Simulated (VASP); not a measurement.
# BaTe (Fm-3m) in VASP: notebook, part 2 of 2

VASP 6.6.1.

### Step 3. Single point, PBEsol (38.07 Å³/atom)

This run uses another cell than the first one, of 38.07 Å³/atom.

Input file INCAR:

```
SYSTEM = BaTe
PREC = Accurate
ENCUT = 520
EDIFF = 1E-7
ISMEAR = -1
SIGMA = 0.05
LREAL = .False.
LASPH = .True.
NELM = 60
ALGO = Normal
ISIF = 2
LWAVE = .False.
LCHARG = .False.
GGA = PS
NBANDS = 15
```

Input file KPOINTS:

```
regular mesh
0
Gamma
  10 10 10
  0 0 0
```

Input file POSCAR:

```
BaTe
1.0
    0.0000000000      3.3639132694      3.3639132694
    3.3639132694      0.0000000000      3.3639132694
    3.3639132694      3.3639132694      0.0000000000
Ba Te
1 1
Direct
    0.0000000000      0.0000000000      0.0000000000
    0.5000000000      0.5000000000      0.5000000000
```

Potentials or basis: VASP PAW PBE potentials, release 64 (Ba_sv, Te).

Run with:

```sh
cat potpaw_PBE.64/Ba_sv/POTCAR potpaw_PBE.64/Te/POTCAR > POTCAR
mpirun -np 1 vasp_std > vasp.out
```

OUTCAR:

```text
SYSTEM = BaTe
   PREC = Accurate
   ENCUT = 520
   EDIFF = 1E-7
   ISMEAR = -1
   LREAL = .False.
   LASPH = .True.
   NELM = 60
   ISIF = 2
   GGA = PS

 ion  position               nearest neighbor table
   1  0.000  0.000  0.000-   2 3.36   2 3.36   2 3.36   2 3.36   2 3.36   2 3.36
   2  0.500  0.500  0.500-   1 3.36   1 3.36   1 3.36   1 3.36   1 3.36   1 3.36

  LATTYP: Found a face centered cubic cell.
 ALAT       =     6.7278265388

  Lattice vectors:

 A1 = (   0.0000000000,   3.3639132694,   3.3639132694)
 A2 = (   3.3639132694,   0.0000000000,   3.3639132694)
 A3 = (   3.3639132694,   3.3639132694,   0.0000000000)

Analysis of symmetry for initial positions (statically):
=====================================================================
 Subroutine PRICEL returns:
 Original cell was already a primitive cell.

 Routine SETGRP: Setting up the symmetry group for a
 face centered cubic supercell.

 Subroutine GETGRP returns: Found 48 space group operations
 (whereof 48 operations were pure point group operations)
 out of a pool of 48 trial point group operations.

The static configuration has the point symmetry O_h .

Analysis of symmetry for dynamics (positions and initial velocities):
=====================================================================
 Subroutine PRICEL returns:
 Original cell was already a primitive cell.

 Routine SETGRP: Setting up the symmetry group for a
 face centered cubic supercell.

 Subroutine GETGRP returns: Found 48 space group operations
 (whereof 48 operations were pure point group operations)
 out of a pool of 48 trial point group operations.

The dynamic configuration has the point symmetry O_h .

 Subroutine INISYM returns: Found 48 space group operations
 (whereof 48 operations are pure point group operations),
 and found     1 'primitive' translations

----------------------------------------------------------------------------------------
[... 116 lines left out ...]
  Thomas-Fermi vector in A             =   2.103701
   LORBIT       =      0    0 simple, 1 ext, 2 COOP (PROOUT), +10 PAW based schemes
   GGA     = PS    functional components
   LHFCALC =     F    Hartree Fock is set to
   AEXX    =    0.0000 exact exchange contribution
   IVDW    =     0    specifies the selected vdW correction
   LEPSILON=     F    determine dielectric tensor
   LRPA    =     F    only Hartree local field effects (RPA)
 non-spin polarized calculation
  energy-cutoff  :      520.00
  volume of cell :       76.13
 maximum number of plane-waves:      2085
   NGX = 17   NGY = 17   NGZ = 17

 number of electron      16.0000000 magnetization

 Free energy of the ion-electron system (eV)
  ---------------------------------------------------
  ext. energy  EPLUGINS =         0.00000000
  ---------------------------------------------------
  free energy    TOTEN  =        -9.09023849 eV

  energy without entropy =       -9.09023835  energy(sigma->0) =       -9.09023842

 E-fermi :   3.5264     XC(G=0):  -8.8981

 val. band max:        2.9600896856   @ k =   0.0000   0.0000   0.0000
 cond. band min:       4.0822911318   @ k =   0.5000   0.5000   0.0000
 fundamental gap:      1.1222014462
 Fermi energy:         3.5263513455

 k-point     1 :       0.0000    0.0000    0.0000
  band No.  band energies     occupation
      1     -23.7466      2.00000
      2      -8.9175      2.00000
      3      -8.9175      2.00000
      4      -8.9175      2.00000
      5      -6.9093      2.00000
      6       2.9601      1.99998
      7       2.9601      1.99998
      8       2.9601      1.99998
      9       5.7119      0.00000
     10       5.7119      0.00000
     11       5.7119      0.00000
     12       6.2011      0.00000
     13       6.4958      0.00000
     14       6.4958      0.00000
[... 401 lines left out ...]
      2      -9.3251      2.00000
      3      -9.0359      2.00000
      4      -9.0210      2.00000
      5      -6.4103      2.00000
      6       1.2653      2.00000
      7       2.3320      2.00000
      8       2.4452      2.00000
      9       4.5679      0.00000
     10       7.5314      0.00000
     11       7.8404      0.00000
     12       8.6305      0.00000
     13       8.6539      0.00000
     14      10.0400      0.00000
     15      11.4793      0.00000

 [... further k-points ...]
[... 5 lines left out ...]
  --------------------------------------------------------------------------------------
  -------------------------------------------------------------------------------------
  Total        2.0091707      2.0091707      2.0091707     -0.0000000      0.0000000     -0.0000000
  in kB       42.2827341     42.2827341     42.2827341     -0.0000000      0.0000000     -0.0000000
  external PRESSURE =      42.2827341 kB  Pullay stress =       0.0000000 kB

 VOLUME and BASIS-vectors are now :
 -----------------------------------------------------------------------------
  energy-cutoff  :      520.00
  volume of cell :       76.13
      direct lattice vectors                 reciprocal lattice vectors
     0.000000000  3.363913269  3.363913269    -0.148636412  0.148636412  0.148636412
     3.363913269  0.000000000  3.363913269     0.148636412 -0.148636412  0.148636412
     3.363913269  3.363913269  0.000000000     0.148636412  0.148636412 -0.148636412

 POSITION                                       TOTAL-FORCE (eV/Angst)
 -----------------------------------------------------------------------------------
      0.00000      0.00000      0.00000         0.000000      0.000000      0.000000
      3.36391      3.36391      3.36391        -0.000000     -0.000000     -0.000000
 -----------------------------------------------------------------------------------
    total drift:                                0.000000      0.000000      0.000000

  FREE ENERGIE OF THE ION-ELECTRON SYSTEM (eV)
  ---------------------------------------------------
  free  energy   TOTEN  =        -9.0902384924 eV

  energy  without entropy=       -9.0902383458  energy(sigma->0) =       -9.09023842
```

Run time: 35 s. Hardware: 1 thread of Intel Xeon Platinum 8488C (Sapphire Rapids), shared host; peak memory 0.24 GiB.

Results:

* Free energy: -9.0902 eV
* Pressure: 4.2 GPa
* Band gap on the k mesh: 1.12 eV (least direct gap 1.50 eV)

Caveat: the cell stands under pressure; the PAW data sets were made with another functional, which shifts forces and pressure a little; spin-orbit coupling is left out, which moves the levels of the heavy elements.

### Step 4. Single point, PBEsol (38.86 Å³/atom)

This run uses another cell than the first one, of 38.86 Å³/atom.

Input file INCAR:

```
SYSTEM = BaTe
  PREC = Accurate
  ENCUT = 520
  EDIFF = 1E-6
  ISMEAR = -1
  SIGMA = 0.05
  LREAL = .FALSE.
  LASPH = .TRUE.
  NELM = 60
  ALGO = Normal
  ISIF = 2
  LWAVE = .FALSE.
  LCHARG = .FALSE.
  GGA = PS
  NBANDS = 15
```

Input file KPOINTS:

```
regular mesh
0
G
  10 10 10
  0 0 0
```

Input file POSCAR:

```
BaTe
1.0
    0.0000000000      3.3871134044      3.3871134044
    3.3871134044      0.0000000000      3.3871134044
    3.3871134044      3.3871134044      0.0000000000
Ba Te
1 1
Direct
    0.0000000000      0.0000000000      0.0000000000
    0.5000000000      0.5000000000      0.5000000000
```

Run with:

```sh
cat potpaw_PBE.64/Ba_sv/POTCAR potpaw_PBE.64/Te/POTCAR > POTCAR
mpirun -np 1 vasp_std > vasp.out
```

Wall time 30 s (1 thread of Intel Xeon Platinum 8488C (Sapphire Rapids), shared host); peak memory 0.23 GiB.

The run converged. Its results:

```
Free energy            : -9.1272 eV
Pressure               : 3.3 GPa
Band gap on the k mesh : 1.18 eV (least direct gap 1.56 eV)
```

Levels at points of the mesh, in eV from the valence-band top:
| k point | band 6 | band 7 | band 8 | band 9 | band 10 | band 11 |
| --- | --- | --- | --- | --- | --- | --- |
| (0.00, 0.00, 0.00) | 0.00 | 0.00 | 0.00 | 2.78 | 2.78 | 2.78 |
| (0.50, 0.00, 0.00) | -2.57 | -1.36 | -1.36 | 4.20 | 4.93 | 5.04 |
| (0.50, 0.50, 0.00) | -1.17 | -0.38 | -0.38 | 1.18 | 4.56 | 4.98 |

Caveat: the cell stands under pressure; the PAW data sets were made with another functional, which shifts forces and pressure a little; spin-orbit coupling is left out, which moves the levels of the heavy elements. A k mesh can miss the band edges.

### Step 5. Overview

| cell | gap on the mesh (eV) | pressure (GPa) |
| --- | --- | --- |
| a = 4.724 Å, angles 60.0°, 2 atoms | 1.06 | 5.3 |
| a = 4.757 Å, angles 60.0°, 2 atoms | 1.12 | 4.2 |
| a = 4.790 Å, angles 60.0°, 2 atoms | 1.18 | 3.3 |

Alike in all rows: task single point; level PBEsol; potentials or basis VASP PAW PBE potentials, release 64 (Ba_sv, Te); no spin polarisation; k mesh 10 × 10 × 10; cutoff (eV) 520; smearing fermi-dirac 0.05 eV.

Caveats: the cell stands under pressure; the PAW data sets were made with another functional, which shifts forces and pressure a little; spin-orbit coupling is left out, which moves the levels of the heavy elements.

Total energies depend on the potentials used, so only differences within one code and one set of settings carry meaning.
